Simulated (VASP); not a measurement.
Here is a VASP 6.6.1 calculation.

The input INCAR:

```
PREC = Accurate ; ENCUT = 520
EDIFF = 1E-8 ; ISMEAR = -1
SIGMA = 0.05 ; LREAL = F
LASPH = T ; NELM = 80
ALGO = Normal ; ISIF = 2
LWAVE = F ; LCHARG = F
GGA = PE ; LEFG = T
NBANDS = 21
```

The input KPOINTS:

```
regular mesh
0
Gamma
  12 12 7
```

POSCAR

```
Pb
1.0
    3.4800006906      0.0000000000      0.0000000000
   -1.7400003453      3.0137690032      0.0000000000
    0.0000000000      0.0000000000      5.4223000000
Pb
2
Direct
    0.3333333333      0.6666666667      0.2500000000
    0.6666666667      0.3333333333      0.7500000000
```

Potentials or basis: VASP PAW PBE potentials, release 64 (Pb_d).

Run with:

```bash
$ cat potpaw_PBE.64/Pb_d/POTCAR > POTCAR
$ mpirun -np 1 vasp_std > vasp.out
```

(1) What does it give for the band gap on the k mesh?

(2) Estimate the pressure.

Answers

(1) zero (band 14 reaches 13.49 eV, above the bottom of band 15 at 5.85 eV).

(2) 5.7 GPa.

Caveat: the cell differs from its parent crystal (zz strain of -3 %); without QUAD_EFG the Cq values of the log hold for a quadrupole moment of 1 mb, not for the nuclei; spin-orbit coupling is left out, which moves the levels of the heavy elements.
